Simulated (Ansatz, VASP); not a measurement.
**Two plane-wave programs on Ir**

INCAR

```
SYSTEM = Ir
PREC = Accurate
ENCUT = 500
EDIFF = 1E-6
ISMEAR = -1
SIGMA = 0.05
LREAL = .False.
LASPH = .True.
NELM = 120
ALGO = Normal
ISIF = 2
LWAVE = .False.
LCHARG = .False.
GGA = RE
NBANDS = 10
GGA_COMPAT = .False.
```

Contents of KPOINTS:

```
regular mesh
0
Gamma
  13 13 13
  0 0 0
```

Contents of POSCAR:

```
Ir
1.0
    0.0000000000      1.9156000000      1.9156000000
    1.9156000000      0.0000000000      1.9156000000
    1.9156000000      1.9156000000      0.0000000000
Ir
1
Direct
    0.0000000000      0.0000000000      0.0000000000
```

Input for Ansatz:

```yaml
crystal:
  lattice:
    - [0.0, 1.9156, 1.9156]
    - [1.9156, 0.0, 1.9156]
    - [1.9156, 1.9156, 0.0]
  atoms:
    - { symbol: Ir, position: [0.0, 0.0, 0.0] }
basis:
  ecutwfc: 571.4391111657479
kpoints:
  mp_grid:
    grid: [13, 13, 13]
hamiltonian:
  xc: revpbe
scf:
  occupations:
    method: fermi_dirac
    width: 0.05
output:
  stress: true
```

Alike in both runs: task single point; functional revPBE; k mesh 13 × 13 × 13; occupations fermi-dirac, width 0.05 eV; no spin polarisation.

|  | VASP | Ansatz |
| --- | --- | --- |
| version | VASP 6.6.1 | Ansatz 0.2.0 |
| potentials or method | VASP PAW PBE potentials, release 64 (Ir), cutoff 500 eV | plane waves, PAW |
| valence electrons in the cell | 9 | 17 |

|  | VASP | Ansatz | Ansatz less VASP |
| --- | --- | --- | --- |
| pressure (GPa) | 15.4 | 14.9 | -0.58 |

VASP's potentials were made for PBE, not for revPBE. VASP's potentials hold 9 valence electrons a cell and Ansatz's 17, so a difference there can come from the potentials and not from the codes.

Spin-orbit coupling is off throughout.
